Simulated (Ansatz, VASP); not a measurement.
# One calculation of HfC, two programs

The input INCAR:

```
ALGO = Normal
EDIFF = 1E-6
ENCUT = 520
GGA = PE
ISIF = 2
ISMEAR = -1
LASPH = T
LCHARG = F
LREAL = F
LWAVE = F
NBANDS = 14
NELM = 100
PREC = Accurate
SIGMA = 0.05
```

KPOINTS

```
k-points
0
Gamma
  15 15 15
```

POSCAR

```
HfC
1.0
    0.0000000000      2.2785000000      2.3250000000
    2.2785000000      0.0000000000      2.3250000000
    2.2785000000      2.2785000000      0.0000000000
Hf C
1 1
Direct
    0.5000000000      0.5000000000      0.5000000000
    0.0000000000      0.0000000000      0.0000000000
```

Input for Ansatz:

```yaml
crystal:
  lattice:
    - [0.0, 2.2785, 2.325]
    - [2.2785, 0.0, 2.325]
    - [2.2785, 2.2785, 0.0]
  atoms:
    - { symbol: Hf, position: [0.5, 0.5, 0.5] }
    - { symbol: C, position: [0.0, 0.0, 0.0] }
kpoints:
  mp_grid: { grid: [15, 15, 15] }
  band_path:
    path:
      - [0.0, 0.0, 0.0]
      - [0.0, 0.5, 0.5]
      - [0.25, 0.75, 0.5]
      - [0.0, 0.5, 0.0]
      - [0.0, 0.0, 0.0]
      - [0.5, 0.5, 0.0]
      - [0.37005, 0.62995, 0.0]
      - [-0.37005, 0.37005, 0.0]
      - [0.0, 0.0, 0.0]
    npoints: 5
scf:
  occupations: { method: fermi_dirac, width: 0.05 }
hamiltonian:
  xc: pbe
  pseudopotentials: { kind: all_electron, lapw: { basis_error: 0.001 } }
output:
  forces: true
  stress: true
  eigenvalues: true
```

Change from the starting cell: equal xx and yy strain of -2 %.

Alike in both runs: task single point; functional PBE; k mesh 15 × 15 × 15; occupations fermi-dirac, width 0.05 eV; no spin polarisation.

|  | VASP | Ansatz |
| --- | --- | --- |
| version | VASP 6.6.1 | Ansatz 0.2.0 |
| potentials or method | VASP PAW PBE potentials, release 64 (Hf_pv, C), cutoff 520 eV | all-electron LAPW, scalar-relativistic |

|  | VASP | Ansatz | Ansatz less VASP |
| --- | --- | --- | --- |
| pressure (GPa) | 10.2 | 10.7 | +0.55 |
| traceless stress, the component that is largest in VASP (GPa) | -6.18 | -6.08 | +0.102 |

Ansatz ran all-electron here, and VASP with PAW potentials.

Spin-orbit coupling is off throughout.
